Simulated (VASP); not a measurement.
# LiHF2 (R-3m) in VASP: further runs

The runs below take LiHF2 through single point, with LDA.

Program: VASP 6.6.1. These are calculated values, not measurements. Logs are shortened: lines on timing, memory, paths and dates and some standing lists are left out, and cuts for length are marked.

## 1. The cell of the first run

It takes space group R-3m (No. 166, trigonal). The conventional cell has a = 2.886 Å, b = 2.886 Å, c = 11.690 Å, α = 90.00°, β = 90.00°, γ = 120.00°. Within 2.5 Å of Li (site symmetry -3m) lie 6 F at 1.91 Å. H (site symmetry -3m) has 2 F at 1.02 Å within 1.4 Å. Within 1.4 Å of F (site symmetry 3m) lie 1 H at 1.02 Å.

## 2. Single point, LDA (strain -0.1000 x Voigt [0, 0, 1, 0, 0, 0])

The input, INCAR:

```
PREC = Accurate
ENCUT = 520
EDIFF = 1E-6
ISMEAR = 0
SIGMA = 0.05
LREAL = False
LASPH = True
NELM = 80
ALGO = Normal
ISIF = 2
LWAVE = False
LCHARG = False
NBANDS = 17
```

The input, KPOINTS:

```
Automatic mesh
0
Gamma
  9 9 9
```

The input, POSCAR:

```
LiHF2
1.0
    1.4427881604      0.8329941328      3.8966499307
   -1.4427881604      0.8329941328      3.8966499307
    0.0000000000     -1.6659882656      3.8966499307
Li H F
1 1 2
Direct
    0.0000000000      0.0000000000      0.0000000000
    0.5000000000      0.5000000000      0.5000000000
    0.4125119035      0.4125119035      0.4125119035
    0.5874880965      0.5874880965      0.5874880965
```

Potentials or basis: VASP PAW LDA potentials, release 64 (Li_sv, H, F).

Started as:

```console
$ cat potpaw_LDA.64/Li_sv/POTCAR potpaw_LDA.64/H/POTCAR potpaw_LDA.64/F/POTCAR > POTCAR
$ mpirun -np 1 vasp_std > vasp.out
```

OUTCAR:

```text
PREC = Accurate
   ENCUT = 520
   EDIFF = 1E-6
   ISMEAR = 0
   LREAL = False
   LASPH = True
   NELM = 80
   ISIF = 2

 ion  position               nearest neighbor table
   1  0.000  0.000  0.000-   4 1.91   4 1.91   3 1.91   3 1.91   4 1.91   3 1.91
   2  0.500  0.500  0.500-   3 1.02   4 1.02
   3  0.413  0.413  0.413-   2 1.02   1 1.91   1 1.91   1 1.91
   4  0.587  0.587  0.587-   2 1.02   1 1.91   1 1.91   1 1.91

  LATTYP: Found a trigonal (rhomboedric) cell.
 ALAT       =     4.2378529450
 COS(alpha) =     0.7681840200

  Lattice vectors:

 A1 = (   1.4427881604,   0.8329941328,   3.8966499307)
 A2 = (  -1.4427881604,   0.8329941328,   3.8966499307)
 A3 = (   0.0000000000,  -1.6659882656,   3.8966499307)

Analysis of symmetry for initial positions (statically):
=====================================================================
 Subroutine PRICEL returns:
 Original cell was already a primitive cell.

 Routine SETGRP: Setting up the symmetry group for a
 trigonal (rhombohedral) supercell.

 Subroutine GETGRP returns: Found 12 space group operations
 (whereof 12 operations were pure point group operations)
 out of a pool of 12 trial point group operations.

The static configuration has the point symmetry D_3d.

Analysis of symmetry for dynamics (positions and initial velocities):
=====================================================================
 Subroutine PRICEL returns:
 Original cell was already a primitive cell.

 Routine SETGRP: Setting up the symmetry group for a
 trigonal (rhombohedral) supercell.

 Subroutine GETGRP returns: Found 12 space group operations
 (whereof 12 operations were pure point group operations)
 out of a pool of 12 trial point group operations.

The dynamic configuration has the point symmetry D_3d.

 Subroutine INISYM returns: Found 12 space group operations
 (whereof 12 operations are pure point group operations),
 and found     1 'primitive' translations

----------------------------------------------------------------------------------------

                                     Primitive cell

  volume of cell :      28.0988

  direct lattice vectors                    reciprocal lattice vectors
     1.442788160  0.832994133  3.896649931     0.346551222  0.200081441  0.085543567
    -1.442788160  0.832994133  3.896649931    -0.346551222  0.200081441  0.085543567
[... 83 lines left out ...]
   ISPIN  =      1    spin polarized calculation?
   LNONCOLLINEAR =      F non collinear calculations
   LSORBIT =      F    spin-orbit coupling
   LASPH  =      T    aspherical Exc in radial PAW
   ENCUT  =  520.0 eV  38.22 Ry    6.18 a.u.   7.88  7.88  7.88*2*pi/ulx,y,z
   NELM   =     80;   NELMIN=  2; NELMDL= -5     # of ELM steps
   EDIFF  = 0.1E-05   stopping-criterion for ELM
   LREAL  =      F    real-space projection
   EDIFFG = 0.1E-04   stopping-criterion for IOM
   NSW    =      0    number of steps for IOM
   IBRION =     -1    ionic relax: 0-MD 1-quasi-New 2-CG
   NFREE  =      0    steps in history (QN), initial steepest desc. (CG)
   ISIF   =      2    stress and relaxation
   ISYM   =      2    0-nonsym 1-usesym 2-fastsym
   POTIM  = 0.5000    time-step for ionic-motion
   TEBEG  =    0.0;   TEEND  =   0.0 temperature during run
   PSTRESS=    0.0 pullay stress
   NELECT =      18.0000    total number of electrons
   NUPDOWN=      -1.0000    fix difference up-down
   EMIN   =  10.00;   EMAX   =-10.00  energy-range for DOS
   EFERMI =   0.00;   METHOD = LEGACY
   ISMEAR =     0;   SIGMA  =   0.05  broadening in eV -4-tet -1-fermi 0-gaus
   EFERMI_NEDOS =   21; number of points for ismear=-14 and -15
   IALGO  =     38    algorithm
   IMIX   =      4    mixing-type and parameters
     AMIX     =   0.40;   BMIX     =  1.00
     AMIX_MAG =   1.60;   BMIX_MAG =  1.00
  volume/ion in A,a.u.               =       7.02        47.40
  Fermi-wavevector in a.u.,A,eV,Ry     =   1.411248  2.666872 27.097640  1.991620
  Thomas-Fermi vector in A             =   2.533119
   LORBIT       =      0    0 simple, 1 ext, 2 COOP (PROOUT), +10 PAW based schemes
   GGA     = CA    functional components
   LHFCALC =     F    Hartree Fock is set to
   AEXX    =    0.0000 exact exchange contribution
   IVDW    =     0    specifies the selected vdW correction
   LEPSILON=     F    determine dielectric tensor
   LRPA    =     F    only Hartree local field effects (RPA)
 non-spin polarized calculation
 Gauss-broadening in eV      SIGMA  =   0.05
  energy-cutoff  :      520.00
  volume of cell :       28.10
 maximum number of plane-waves:       774
   NGX = 15   NGY = 15   NGZ = 15

 number of electron      17.9999995 magnetization

 Free energy of the ion-electron system (eV)
  ---------------------------------------------------
  ext. energy  EPLUGINS =         0.00000000
  ---------------------------------------------------
  free energy    TOTEN  =       -19.22472589 eV

  energy without entropy =      -19.22472589  energy(sigma->0) =      -19.22472589

 E-fermi :  -1.4683     XC(G=0): -10.6346

 val. band max:       -1.7469255212   @ k =  -0.1111   0.1111   0.0000
 cond. band min:       6.9077135313   @ k =   0.0000   0.0000   0.0000
 fundamental gap:      8.6546390525
 Fermi energy:        -1.4682653092

 k-point     1 :       0.0000    0.0000    0.0000
  band No.  band energies     occupation
      1     -41.0471      2.00000
      2     -23.9363      2.00000
      3     -21.1953      2.00000
      4      -8.7910      2.00000
      5      -2.7422      2.00000
      6      -2.7422      2.00000
[... 457 lines left out ...]
      4      -7.5554      2.00000
      5      -5.2061      2.00000
      6      -3.8014      2.00000
[... 9 lines left out ...]
     16      19.9453      0.00000
     17      22.3510      0.00000

 [... further k-points ...]
[... 5 lines left out ...]
  --------------------------------------------------------------------------------------
  -------------------------------------------------------------------------------------
  Total        0.4687484      0.4687484     11.7084763      0.0000000      0.0000000      0.0000000
  in kB       26.7278028     26.7278028    667.6115025      0.0000000      0.0000000      0.0000000
  external PRESSURE =     240.3557027 kB  Pullay stress =       0.0000000 kB

 VOLUME and BASIS-vectors are now :
 -----------------------------------------------------------------------------
  energy-cutoff  :      520.00
  volume of cell :       28.10
      direct lattice vectors                 reciprocal lattice vectors
     1.442788160  0.832994133  3.896649931     0.346551222  0.200081441  0.085543567
    -1.442788160  0.832994133  3.896649931    -0.346551222  0.200081441  0.085543567
     0.000000000 -1.665988266  3.896649931     0.000000000 -0.400162883  0.085543567

 POSITION                                       TOTAL-FORCE (eV/Angst)
 -----------------------------------------------------------------------------------
      0.00000      0.00000      0.00000         0.000000      0.000000      0.000000
      0.00000      0.00000      5.84497        -0.000000      0.000000      0.000000
      0.00000      0.00000      4.82224         0.000000     -0.000000     -4.181615
      0.00000      0.00000      6.86771         0.000000      0.000000      4.181615
 -----------------------------------------------------------------------------------
    total drift:                                0.000000      0.000000     -0.000000

  FREE ENERGIE OF THE ION-ELECTRON SYSTEM (eV)
  ---------------------------------------------------
  free  energy   TOTEN  =       -19.2247258930 eV

  energy  without entropy=      -19.2247258930  energy(sigma->0) =      -19.22472589
```

stdout:

```text
POSCAR found type information on POSCAR LiH F
 POSCAR found :  3 types and       4 ions
 scaLAPACK will be used
 LDA part: xc-table for (Slater(with rela. corr.)+CA(PZ))
 , standard interpolation
 POSCAR, INCAR and KPOINTS ok, starting setup
 FFT: planning ... GRIDC
 FFT: planning ... GRID_SOFT
 FFT: planning ... GRID
 WAVECAR not read
 entering main loop
```

Run time: 17 s. Hardware: 1 thread of Intel Xeon 6975P-C (Granite Rapids), shared host; peak memory 0.16 GiB.

Results:

| Quantity | Value |
| --- | --- |
| Free energy | -19.2247 eV |
| Largest force | 4.182 eV/Å |
| Band gap on the k mesh | 8.65 eV, indirect (least direct gap 8.66 eV) |

Forces on the atoms (eV/Å):
```
Li   0.000  0.000  0.000
H    0.000  0.000  0.000
F    0.000  0.000 -4.182
F    0.000  0.000  4.182
```

Caveat: the cell differs from its parent crystal (strain -0.1000 x Voigt [0, 0, 1, 0, 0, 0]); the cutoff is under 1.25 times the usual one of these potentials, so pressure, stress and relaxed cells hold a basis-set (Pulay) error; forces of over 1 eV/Å act on the atoms, so gaps and moduli don't describe the material at rest.

## 3. Single point, LDA (strain -0.0750 x Voigt [0, 0, 1, 0, 0, 0])

The input, INCAR:

```
PREC     = Accurate       # precision mode
ENCUT    = 520            # plane-wave cutoff, eV
EDIFF    = 1E-7           # SCF threshold, eV
ISMEAR   = 0              # smearing method
SIGMA    = 0.05           # smearing width, eV
LREAL    = F              # projectors in reciprocal space
LASPH    = T              # aspherical terms in the spheres
NELM     = 80             # most SCF steps
ALGO     = Normal         # electronic algorithm
ISIF     = 2              # what is computed and relaxed
LWAVE    = F              # write WAVECAR
LCHARG   = F              # write CHGCAR
NBANDS   = 17             # bands
```

KPOINTS is that of step 2.

The input, POSCAR:

```
LiHF2
1.0
    1.4427881604      0.8329941328      4.0048902065
   -1.4427881604      0.8329941328      4.0048902065
    0.0000000000     -1.6659882656      4.0048902065
Li H F
1 1 2
Direct
    0.0000000000      0.0000000000      0.0000000000
    0.5000000000      0.5000000000      0.5000000000
    0.4125119035      0.4125119035      0.4125119035
    0.5874880965      0.5874880965      0.5874880965
```

Potentials or basis: VASP PAW LDA potentials, release 64 (Li_sv, H, F).

Started as:

```console
$ cat potpaw_LDA.64/Li_sv/POTCAR potpaw_LDA.64/H/POTCAR potpaw_LDA.64/F/POTCAR > POTCAR
$ mpirun -np 1 vasp_std > vasp.out
```

It took 20 s on 1 thread of Intel Xeon 6975P-C (Granite Rapids), shared host; peak memory 0.16 GiB.

It converged, with:

| Quantity | Value |
| --- | --- |
| Free energy | -19.5004 eV |
| Largest force | 2.811 eV/Å |
| Band gap on the k mesh | 8.68 eV, indirect (least direct gap 8.69 eV) |

Forces on the atoms (eV/Å):
```
Li   0.000  0.000  0.000
H    0.000  0.000  0.000
F    0.000  0.000 -2.811
F    0.000  0.000  2.811
```

Levels at points of the mesh, in eV from the valence-band top:
```tsv
k point	band 6	band 7	band 8	band 9	band 10	band 11	band 12	band 13
(0.00, 0.00, 0.00)	-0.74	-0.44	-0.44	-0.01	8.68	13.36	19.00	20.23
```

Caveat: the cell differs from its parent crystal (strain -0.0750 x Voigt [0, 0, 1, 0, 0, 0]); the cutoff is under 1.25 times the usual one of these potentials, so pressure, stress and relaxed cells hold a basis-set (Pulay) error; forces of over 1 eV/Å act on the atoms, so gaps and moduli don't describe the material at rest. A k mesh can miss the band edges.
